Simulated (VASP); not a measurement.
# SiC (P6_3mc) in VASP: a series of runs, part 2 of 2

VASP 6.6.1.

## (5) Single point, LDA

This run uses another cell than the first one, of 9.57 Å³/atom, 0.982 times its volume.

Contents of INCAR:

```
SYSTEM = SiC
ALGO = Normal ; EDIFF = 1E-7
ENCUT = 520 ; GGA = CA
ISIF = 2 ; ISMEAR = 0
LASPH = .True. ; LCHARG = .False.
LREAL = .False. ; LWAVE = .False.
NBANDS = 16 ; NELM = 60
PREC = Accurate ; SIGMA = 0.01
```

Contents of KPOINTS:

```
k-points
0
Gamma
  8 8 4
  0 0 0
```

Contents of POSCAR:

```
SiC
1.0
    2.9982503403      0.0000000000      0.0000000000
   -1.4991251702      2.5965609616      0.0000000000
    0.0000000000      0.0000000000      4.9175079341
Si C
2 2
Direct
    0.3333333333      0.6666666667      0.0045913114
    0.6666666667      0.3333333333      0.5045913114
    0.3333333333      0.6666666667      0.3804086886
    0.6666666667      0.3333333333      0.8804086886
```

Potentials or basis: VASP PAW LDA potentials, release 64 (Si, C).

Launch:

```sh
$ cat potpaw_LDA.64/Si/POTCAR potpaw_LDA.64/C/POTCAR > POTCAR
$ mpirun -np 1 vasp_std > vasp.out
```

OUTCAR:

```text
SYSTEM = SiC
   EDIFF = 1E-7
   ENCUT = 520
   GGA = CA
   ISIF = 2
   ISMEAR = 0
   LASPH = .True.
   LREAL = .False.
   NELM = 60
   PREC = Accurate

 ion  position               nearest neighbor table
   1  0.333  0.667  0.005-   4 1.84   4 1.84   4 1.84   3 1.85   2 3.01   2 3.01   2 3.01   2 3.01
                             2 3.01   2 3.01
   2  0.667  0.333  0.505-   3 1.84   3 1.84   3 1.84   4 1.85   1 3.01   1 3.01   1 3.01   1 3.01
                             1 3.01   1 3.01
   3  0.333  0.667  0.380-   2 1.84   2 1.84   2 1.84   1 1.85
   4  0.667  0.333  0.880-   1 1.84   1 1.84   1 1.84   2 1.85

  LATTYP: Found a hexagonal cell.
 ALAT       =     2.9982503403
 C/A-ratio  =     1.6401258654

  Lattice vectors:

 A1 = (   2.9982503403,   0.0000000000,   0.0000000000)
 A2 = (  -1.4991251702,   2.5965609616,   0.0000000000)
 A3 = (   0.0000000000,   0.0000000000,   4.9175079341)

Analysis of symmetry for initial positions (statically):
=====================================================================
 Subroutine PRICEL returns:
[... 174 lines left out ...]
  free energy    TOTEN  =       -33.16547766 eV

  energy without entropy =      -33.16547766  energy(sigma->0) =      -33.16547766

 E-fermi :   9.2241     XC(G=0): -11.8832

 val. band max:        9.1261380106   @ k =   0.0000   0.0000   0.0000
 cond. band min:      11.4191728951   @ k =   0.3750   0.2500   0.0000
 fundamental gap:      2.2930348845
 Fermi energy:         9.2241233361

 k-point     1 :       0.0000    0.0000    0.0000
  band No.  band energies     occupation
      1      -6.9810      2.00000
      2      -3.0593      2.00000
      3      -0.0451      2.00000
      4       7.7727      2.00000
      5       7.7727      2.00000
      6       9.0132      2.00000
[... 433 lines left out ...]
      3       1.8268      2.00000
      4       1.8268      2.00000
      5       6.4134      2.00000
      6       6.4134      2.00000
[... 8 lines left out ...]
     15      21.3748      0.00000
     16      21.3748      0.00000

 [... further k-points ...]
[... 5 lines left out ...]
  --------------------------------------------------------------------------------------
  -------------------------------------------------------------------------------------
  Total        3.6904559      3.6904559      3.6965543     -0.0000000     -0.0000000      0.0000000
  in kB      154.4468709    154.4468709    154.7020932     -0.0000000     -0.0000000      0.0000000
  external PRESSURE =     154.5319450 kB  Pullay stress =       0.0000000 kB

 VOLUME and BASIS-vectors are now :
 -----------------------------------------------------------------------------
  energy-cutoff  :      520.00
  volume of cell :       38.28
      direct lattice vectors                 reciprocal lattice vectors
     2.998250340  0.000000000  0.000000000     0.333527853  0.192562396  0.000000000
    -1.499125170  2.596560962  0.000000000     0.000000000  0.385124792  0.000000000
     0.000000000  0.000000000  4.917507934     0.000000000  0.000000000  0.203355035

 POSITION                                       TOTAL-FORCE (eV/Angst)
 -----------------------------------------------------------------------------------
     -0.00000      1.73104      0.02258        -0.000000      0.000000      0.000657
      1.49913      0.86552      2.48133         0.000000     -0.000000      0.000657
     -0.00000      1.73104      1.87066         0.000000      0.000000     -0.000657
      1.49913      0.86552      4.32942        -0.000000     -0.000000     -0.000657
 -----------------------------------------------------------------------------------
    total drift:                                0.000000      0.000000      0.000226

  FREE ENERGIE OF THE ION-ELECTRON SYSTEM (eV)
  ---------------------------------------------------
  free  energy   TOTEN  =       -33.1654776591 eV

  energy  without entropy=      -33.1654776591  energy(sigma->0) =      -33.16547766
```

Run time: 28 s. Hardware: 1 thread of Intel Xeon 8259CL, shared host; peak memory 0.11 GiB.

What came out:

| Item | Value |
| --- | --- |
| Free energy | -33.1655 eV |
| Pressure | 15.5 GPa |
| Band gap on the k mesh | 2.29 eV, indirect (least direct gap 4.02 eV) |

A k mesh can miss the band edges.

## (6) Single point, LDA

This run uses another cell than the first one, of 10.14 Å³/atom, 1.041 times its volume.

Contents of INCAR:

```
PREC = Accurate
ENCUT = 520
EDIFF = 1E-6
ISMEAR = 0
SIGMA = 0.01
LREAL = F
LASPH = T
NELM = 80
ALGO = Normal
ISIF = 2
LWAVE = F
LCHARG = T
GGA = CA
LELF = T
LVHAR = T
NBANDS = 16
```

Contents of KPOINTS:

```
regular mesh
0
Gamma
  8 8 4
```

Contents of POSCAR:

```
SiC
1.0
    3.0563618582      0.0000000000      0.0000000000
   -1.5281809291      2.6468870124      0.0000000000
    0.0000000000      0.0000000000      5.0159135136
Si C
2 2
Direct
    0.3333333333      0.6666666667      0.0045956275
    0.6666666667      0.3333333333      0.5045956275
    0.3333333333      0.6666666667      0.3804043725
    0.6666666667      0.3333333333      0.8804043725
```

Potentials or basis: VASP PAW LDA potentials, release 64 (Si, C).

Launch:

```sh
$ cat potpaw_LDA.64/Si/POTCAR potpaw_LDA.64/C/POTCAR > POTCAR
$ mpirun -np 1 vasp_std > vasp.out
```

It took 28 s on 1 thread of Intel Xeon 8259CL, shared host; peak memory 0.11 GiB.

The run converged. Its results:

```
Free energy            : -33.2752 eV
Pressure               : 0.4 GPa
Band gap on the k mesh : 2.38 eV, indirect (least direct gap 3.91 eV)
```

Levels at points of the mesh, in eV from the valence-band top:
```
           k point  band 6  band 7  band 8  band 9  band 10  band 11
(0.00, 0.00, 0.00)   -0.11    0.00    0.00    4.92     6.42     6.67
(0.50, 0.00, 0.00)   -3.37   -3.36   -1.20    2.71     4.16     6.95
(0.00, 0.00, 0.50)   -0.72   -0.72   -0.72    6.00     6.00     7.35
(0.50, 0.00, 0.50)   -2.48   -2.35   -2.35    3.25     3.25     5.23
```

A k mesh can miss the band edges.

## (7) Summary

```tsv
cell	gap on the mesh (eV)	pressure (GPa)
a = 3.016, b = 3.016, c = 4.948 Å, angles 90.0, 90.0, 120.0°, 4 atoms	2.32	10.4
a = 2.998, b = 2.998, c = 4.918 Å, angles 90.0, 90.0, 120.0°, 4 atoms	2.29	15.5
a = 3.056, b = 3.056, c = 5.016 Å, angles 90.0, 90.0, 120.0°, 4 atoms	2.38	0.4
```

Alike in all rows: task single point; level LDA; potentials or basis VASP PAW LDA potentials, release 64 (Si, C); no spin polarisation; k mesh 8 × 8 × 4; cutoff (eV) 520; smearing gaussian 0.01 eV.

Total energies depend on the potentials used, so only differences within one code and one set of settings carry meaning.
